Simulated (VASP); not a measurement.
# MoN2 (P4bm) in VASP: further runs, part 2 of 2

VASP 6.6.1. The steps go on from the part before.

## (5) Single point, PBEsol (all N atoms moved +0.375 Å, as atom 3 along Cartesian [0 0 1])

The input, INCAR:

```
PREC     = Accurate       # precision mode
ENCUT    = 520            # plane-wave cutoff, eV
EDIFF    = 1E-7           # SCF threshold, eV
ISMEAR   = 0              # smearing method
SIGMA    = 0.15           # smearing width, eV
LREAL    = F              # projectors in reciprocal space
LASPH    = T              # aspherical terms in the spheres
NELM     = 80             # most SCF steps
ALGO     = Normal         # electronic algorithm
ISIF     = 2              # what is computed and relaxed
LWAVE    = F              # write WAVECAR
LCHARG   = T              # write CHGCAR
GGA      = PS             # functional
LELF     = T              # ELF
LVHAR    = T            
NBANDS   = 33             # bands
```

The input, KPOINTS:

```
regular mesh
0
Gamma
  12 12 18
```

The input, POSCAR:

```
MoN2
1.0
    4.2866467491      0.0000000000      0.0000000000
    0.0000000000      4.2866467491      0.0000000000
    0.0000000000      0.0000000000      2.7284347069
Mo N
2 4
Direct
    0.5000000000      0.5000000000      0.0000000000
    0.0000000000      0.0000000000      0.0000000000
    0.8872955619      0.3872955619      0.6374414418
    0.1127044381      0.6127044381      0.6374414418
    0.3872955619      0.1127044381      0.6374414418
    0.6127044381      0.8872955619      0.6374414418
```

Started as:

```sh
$ cat potpaw_PBE.64/Mo_sv/POTCAR potpaw_PBE.64/N/POTCAR > POTCAR
$ mpirun -np 1 vasp_std > vasp.out
```

Run time: 5.7 min. Hardware: 1 thread of Intel Xeon 8259CL, shared host; peak memory 0.44 GiB.

The run converged. Its results:

| Quantity | Value |
| --- | --- |
| Free energy | -57.5867 eV |
| Pressure | 25.9 GPa |
| Largest force | 3.874 eV/Å |
| Band gap on the k mesh | zero (bands 24 and 25 overlap by 3.10 eV) |

Forces in eV/Å, atoms in the order of the input:
```
Mo   0.000  0.000  3.874
Mo   0.000  0.000  3.874
N    0.543  0.543 -1.937
N   -0.543 -0.543 -1.937
N    0.543 -0.543 -1.937
N   -0.543  0.543 -1.937
```

Stress tensor (GPa, compression positive):
```
27.44  0.00  0.00
 0.00 27.44  0.00
 0.00  0.00 22.97
```

Levels at points of the mesh, in eV from the Fermi level:
```tsv
k point	band 20	band 21	band 22	band 23	band 24	band 25	band 26	band 27	band 28	band 29
(0.00, 0.00, 0.00)	-3.48	-2.29	-2.29	-1.57	-1.20	-0.01	1.23	1.23	1.77	3.67
(0.50, 0.00, 0.00)	-3.94	-2.35	-2.35	-1.27	-1.27	-0.60	-0.60	2.48	2.48	3.05
(0.50, 0.50, 0.00)	-4.71	-2.32	-2.32	0.05	0.05	1.09	1.09	1.14	1.14	2.94
(0.00, 0.00, 0.50)	-2.58	-2.58	-2.23	-2.07	2.09	2.55	2.55	3.07	3.17	3.28
(0.50, 0.00, 0.50)	-4.52	-2.75	-2.75	-1.34	-1.34	2.94	2.94	3.33	3.33	4.23
(0.50, 0.50, 0.50)	-5.50	-5.36	-5.36	-0.63	-0.63	2.38	2.38	2.99	2.99	5.11
```

Caveat: the cell differs from its parent crystal (all N atoms moved +0.375 Å, as atom 3 along Cartesian [0 0 1]); the cell stands under pressure; the PAW data sets were made with another functional, which shifts forces and pressure a little.

## (6) Single point, PBEsol (all N atoms moved -0.250 Å, as atom 3 along Cartesian [0 0 1])

The input, INCAR:

```
ALGO = Normal
EDIFF = 1E-6
ENCUT = 520
GGA = PS
ISIF = 2
ISMEAR = 0
LASPH = T
LCHARG = F
LREAL = F
LWAVE = F
NBANDS = 33
NELM = 100
PREC = Accurate
SIGMA = 0.15
```

The input, KPOINTS:

```
k-points
0
Gamma
  12 12 18
```

The input, POSCAR:

```
MoN2
1.0
    4.2866467491      0.0000000000      0.0000000000
    0.0000000000      4.2866467491      0.0000000000
    0.0000000000      0.0000000000      2.7284347069
Mo N
2 4
Direct
    0.5000000000      0.5000000000      0.0000000000
    0.0000000000      0.0000000000      0.0000000000
    0.8872955619      0.3872955619      0.4083723721
    0.1127044381      0.6127044381      0.4083723721
    0.3872955619      0.1127044381      0.4083723721
    0.6127044381      0.8872955619      0.4083723721
```

Potentials or basis: VASP PAW PBE potentials, release 64 (Mo_sv, N).

Started as:

```sh
$ cat potpaw_PBE.64/Mo_sv/POTCAR potpaw_PBE.64/N/POTCAR > POTCAR
$ mpirun -np 1 vasp_std > vasp.out
```

OUTCAR:

```text
EDIFF = 1E-6
   ENCUT = 520
   GGA = PS
   ISIF = 2
   ISMEAR = 0
   LASPH = T
   LREAL = F
   NELM = 100
   PREC = Accurate

 ion  position               nearest neighbor table
   1  0.500  0.500  0.000-   3 2.06   4 2.06   5 2.06   6 2.06   3 2.37   4 2.37   5 2.37   6 2.37
                             2 3.03   2 3.03   2 3.03   2 3.03
   2  0.000  0.000  0.000-   3 2.06   4 2.06   5 2.06   6 2.06   3 2.37   4 2.37   5 2.37   6 2.37
                             1 3.03   1 3.03   1 3.03   1 3.03
   3  0.887  0.387  0.408-   4 1.37   2 2.06   1 2.06   2 2.37   1 2.37
   4  0.113  0.613  0.408-   3 1.37   2 2.06   1 2.06   2 2.37   1 2.37
   5  0.387  0.113  0.408-   6 1.37   2 2.06   1 2.06   2 2.37   1 2.37
   6  0.613  0.887  0.408-   5 1.37   2 2.06   1 2.06   2 2.37   1 2.37

  LATTYP: Found a simple tetragonal cell.
 ALAT       =     4.2866467491
 C/A-ratio  =     0.6364962794

  Lattice vectors:

 A1 = (   4.2866467491,   0.0000000000,   0.0000000000)
 A2 = (   0.0000000000,   4.2866467491,   0.0000000000)
 A3 = (   0.0000000000,   0.0000000000,   2.7284347069)

Analysis of symmetry for initial positions (statically):
=====================================================================
 Subroutine PRICEL returns:
 Original cell was already a primitive cell.

 Routine SETGRP: Setting up the symmetry group for a
 simple tetragonal supercell.

 Subroutine GETGRP returns: Found  8 space group operations
 (whereof  4 operations were pure point group operations)
 out of a pool of 16 trial point group operations.

The static configuration has the point symmetry     .
 The point group associated with its full space group is C_4v.

Analysis of symmetry for dynamics (positions and initial velocities):
=====================================================================
 Subroutine PRICEL returns:
 Original cell was already a primitive cell.

[... 132 lines left out ...]
   EFERMI_NEDOS =   21; number of points for ismear=-14 and -15
   IALGO  =     38    algorithm
   IMIX   =      4    mixing-type and parameters
     AMIX     =   0.40;   BMIX     =  1.00
     AMIX_MAG =   1.60;   BMIX_MAG =  1.00
  volume/ion in A,a.u.               =       8.36        56.39
  Fermi-wavevector in a.u.,A,eV,Ry     =   1.613512  3.049096 35.421702  2.603422
  Thomas-Fermi vector in A             =   2.708570
   LORBIT       =      0    0 simple, 1 ext, 2 COOP (PROOUT), +10 PAW based schemes
   GGA     = PS    functional components
   LHFCALC =     F    Hartree Fock is set to
   AEXX    =    0.0000 exact exchange contribution
   IVDW    =     0    specifies the selected vdW correction
   LEPSILON=     F    determine dielectric tensor
   LRPA    =     F    only Hartree local field effects (RPA)
 non-spin polarized calculation
 Gauss-broadening in eV      SIGMA  =   0.15
  energy-cutoff  :      520.00
  volume of cell :       50.14
 maximum number of plane-waves:      1384
 NGX is ok and might be reduce to    32
   NGX = 15   NGY = 15   NGZ = 11

 number of electron      47.9999997 magnetization

 Free energy of the ion-electron system (eV)
  ---------------------------------------------------
  ext. energy  EPLUGINS =         0.00000000
  ---------------------------------------------------
  free energy    TOTEN  =       -58.34534005 eV

  energy without entropy =      -58.32103954  energy(sigma->0) =      -58.33318979

 E-fermi :  12.6807     XC(G=0): -14.0672

 val. band max:       12.6776699971   @ k =   0.2500   0.0000   0.1111
 cond. band min:      12.6814753270   @ k =   0.3333   0.0833   0.5000
 fundamental gap:      0.0038053299
 Fermi energy:        12.6807100121

 k-point     1 :       0.0000    0.0000    0.0000
  band No.  band energies     occupation
      1     -49.1793      2.00000
      2     -49.1032      2.00000
      3     -23.5224      2.00000
      4     -23.5224      2.00000
      5     -23.1064      2.00000
      6     -23.1064      2.00000
[... 853 lines left out ...]
     32      16.9124      0.00000
     33      20.5976      0.00000

 [... further k-points ...]
[... 5 lines left out ...]
  --------------------------------------------------------------------------------------
  -------------------------------------------------------------------------------------
  Total        3.6506891      3.6506891      4.0424266      0.0000000      0.0000000      0.0000000
  in kB      116.6638941    116.6638941    129.1825239      0.0000000      0.0000000      0.0000000
  external PRESSURE =     120.8367707 kB  Pullay stress =       0.0000000 kB

 VOLUME and BASIS-vectors are now :
 -----------------------------------------------------------------------------
  energy-cutoff  :      520.00
  volume of cell :       50.14
      direct lattice vectors                 reciprocal lattice vectors
     4.286646749  0.000000000  0.000000000     0.233282577  0.000000000  0.000000000
     0.000000000  4.286646749  0.000000000     0.000000000  0.233282577  0.000000000
     0.000000000  0.000000000  2.728434707     0.000000000  0.000000000  0.366510511

 POSITION                                       TOTAL-FORCE (eV/Angst)
 -----------------------------------------------------------------------------------
      2.14332      2.14332      0.00000         0.000000      0.000000     -2.202641
      0.00000      0.00000      0.00000         0.000000     -0.000000     -2.202641
      3.80352      1.66020      1.11422         0.143769      0.143769      1.101320
      0.48312      2.62645      1.11422        -0.143769     -0.143769      1.101320
      1.66020      0.48312      1.11422         0.143769     -0.143769      1.101320
      2.62645      3.80352      1.11422        -0.143769      0.143769      1.101320
 -----------------------------------------------------------------------------------
    total drift:                               -0.000000     -0.000000     -0.000604

  FREE ENERGIE OF THE ION-ELECTRON SYSTEM (eV)
  ---------------------------------------------------
  free  energy   TOTEN  =       -58.3453400465 eV

  energy  without entropy=      -58.3210395359  energy(sigma->0) =      -58.33318979
```

OSZICAR:

```text
N       E                     dE             d eps       ncg     rms          rms(c)
DAV:   1     0.428025050611E+03    0.42803E+03   -0.27772E+04 18480   0.152E+03
DAV:   2    -0.452179116725E+02   -0.47324E+03   -0.44875E+03 21310   0.447E+02
DAV:   3    -0.655773977868E+02   -0.20359E+02   -0.19964E+02 22359   0.934E+01
DAV:   4    -0.658608634229E+02   -0.28347E+00   -0.28251E+00 20699   0.107E+01
DAV:   5    -0.658669659017E+02   -0.61025E-02   -0.60967E-02 23629   0.121E+00    0.498E+01
DAV:   6    -0.594859694395E+02    0.63810E+01   -0.30643E+01 20831   0.391E+01    0.118E+01
DAV:   7    -0.585584291561E+02    0.92754E+00   -0.60668E+00 19957   0.184E+01    0.132E+01
DAV:   8    -0.583513431388E+02    0.20709E+00   -0.70775E-01 19861   0.677E+00    0.800E-01
DAV:   9    -0.583462967323E+02    0.50464E-02   -0.29494E-02 21077   0.132E+00    0.255E-01
DAV:  10    -0.583455039298E+02    0.79280E-03   -0.50859E-03 20101   0.545E-01    0.158E-01
DAV:  11    -0.583453422127E+02    0.16172E-03   -0.72656E-04 19958   0.210E-01    0.290E-02
DAV:  12    -0.583453414532E+02    0.75946E-06   -0.34832E-05 20559   0.430E-02    0.149E-02
DAV:  13    -0.583453400824E+02    0.13708E-05   -0.39138E-06 18469   0.158E-02    0.172E-03
DAV:  14    -0.583453400465E+02    0.35859E-07   -0.28603E-07  9961   0.422E-03
   1 F= -.58345340E+02 E0= -.58333190E+02  d E =-.243005E-01
```

It took 7.3 min on 1 thread of Intel Xeon 8259CL, shared host; peak memory 0.44 GiB.

Results:

```yaml
Free_energy: -58.3453 eV
Pressure: 12.1 GPa
Largest_force: 2.203 eV/Å
Band_gap_on_the_k_mesh: zero (bands 24 and 25 overlap by 3.01 eV)
```

Forces in eV/Å, atoms in the order of the input:
```
Mo   0.000  0.000 -2.203
Mo   0.000  0.000 -2.203
N    0.144  0.144  1.101
N   -0.144 -0.144  1.101
N    0.144 -0.144  1.101
N   -0.144  0.144  1.101
```

Caveat: the cell differs from its parent crystal (all N atoms moved -0.250 Å, as atom 3 along Cartesian [0 0 1]); the cell stands under pressure; the PAW data sets were made with another functional, which shifts forces and pressure a little.

## (7) The runs side by side

| cell | gap on the mesh (eV) | pressure (GPa) | largest force (eV/Å) |
| --- | --- | --- | --- |
| as given, atomic positions A | none | 34.7 | 4.69 |
| as given, atomic positions B | none | 18.4 | 3.03 |
| as given, atomic positions C | none | 44.7 | 5.49 |
| as given, atomic positions D | none | 25.9 | 3.87 |
| as given, atomic positions E | none | 12.1 | 2.20 |

Alike in all rows: task single point; level PBEsol; potentials or basis VASP PAW PBE potentials, release 64 (Mo_sv, N); no spin polarisation; k mesh 12 × 12 × 18; cutoff (eV) 520; smearing gaussian 0.15 eV.

Caveats: the cell stands under pressure; the PAW data sets were made with another functional, which shifts forces and pressure a little.

Total energies depend on the potentials used, so only differences within one code and one set of settings carry meaning.
